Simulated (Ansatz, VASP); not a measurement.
# One calculation of Al4Ir, two programs

```
CELL_PARAMETERS angstrom
6.00333 0.00000 0.00000
-3.00167 5.19904 0.00000
0.00000 0.00000 4.87879
ATOMIC_POSITIONS crystal
Al 0.52353 0.47647 0.58126
Al 0.52353 0.04706 0.58126
Al 0.95294 0.47647 0.58126
Al 0.47647 0.52353 0.08126
Al 0.47647 0.95294 0.08126
Al 0.04706 0.52353 0.08126
Al 0.33333 0.66667 0.75623
Al 0.66667 0.33333 0.25623
Ir 0.33333 0.66667 0.33142
Ir 0.66667 0.33333 0.83142
```

Alike in both runs: task single point; functional PBE; k mesh 3 × 3 × 4; occupations gaussian, width 0.1 eV; no spin polarisation.

|  | VASP | Ansatz |
| --- | --- | --- |
| version | VASP 6.6.1 | Ansatz 0.2.0 |
| potentials or method | VASP PAW PBE potentials, release 64 (Al, Ir), cutoff 520 eV | scalar-relativistic, plane waves, PAW |
| valence electrons in the cell | 42 | 58 |

```tsv
	VASP	Ansatz	Ansatz less VASP
gap on the k mesh at the Fermi level (eV)	none	none	-
rms of the force components (eV/Å)	5.577	5.723	+0.1469
```

Atom by atom the forces differ by 0.148 eV/Å (rms over components). A gap of «none» marks a metal or a gap that the smearing closes. VASP's potentials hold 42 valence electrons a cell and Ansatz's 58, so a difference there can come from the potentials and not from the codes.

The k mesh is coarse, so the values compare programs but aren't converged. Neither program's run includes spin-orbit coupling.
